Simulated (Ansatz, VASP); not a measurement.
# BN: VASP beside Ansatz

Contents of INCAR:

```
PREC = Accurate
ENCUT = 520
EDIFF = 1E-6
ISMEAR = -1
SIGMA = 0.05
LREAL = False
LASPH = True
NELM = 100
ALGO = Normal
ISIF = 2
LWAVE = False
LCHARG = False
GGA = PE
NBANDS = 11
```

Contents of KPOINTS:

```
Automatic mesh
0
Gamma
  15 15 15
```

File POSCAR:

```
BN
1.0
    0.0000000000      1.6824384858      1.6824384858
    1.6824384858      0.0000000000      1.6824384858
    1.6824384858      1.6824384858      0.0000000000
B N
1 1
Direct
    0.0000000000      0.0000000000      0.0000000000
    0.2500000000      0.2500000000      0.2500000000
```

Input for Ansatz:

```yaml
crystal:
  lattice:
    - [0.0, 1.6824384858, 1.6824384858]
    - [1.6824384858, 0.0, 1.6824384858]
    - [1.6824384858, 1.6824384858, 0.0]
  atoms:
    - { symbol: B, position: [0.0, 0.0, 0.0] }
    - { symbol: "N", position: [0.25, 0.25, 0.25] }
kpoints:
  mp_grid: { grid: [15, 15, 15] }
scf:
  occupations: { method: fermi_dirac, width: 0.05 }
hamiltonian:
  xc: pbe
  pseudopotentials: { kind: all_electron, lapw: { basis_error: 0.001 } }
output:
  forces: true
  stress: true
  eigenvalues: true
  populations: true
```

Change from the starting cell: volume scaled by 0.8, LAPW.

Alike in both runs: task single point; functional PBE; k mesh 15 × 15 × 15; occupations fermi-dirac, width 0.05 eV; no spin polarisation.

```csv
,VASP,Ansatz
version,VASP 6.6.1,Ansatz 0.2.0
potentials or method,"VASP PAW PBE potentials, release 64 (B, N), cutoff 520 eV","all-electron LAPW, scalar-relativistic"
```

Ansatz gave:

```
gap on the k mesh at the Fermi level (eV) : 4.75
pressure (GPa)                            : 124.4
```

Problem. Estimate VASP's values.

Solution. gap on the k mesh at the Fermi level (eV): 4.73; pressure (GPa): 125.3.

Both programs put the cell under a high pressure, so it lies far from rest at this level. Ansatz ran all-electron here, and VASP with PAW potentials.

Noted on VASP's run: the cell as given lies far from equilibrium.
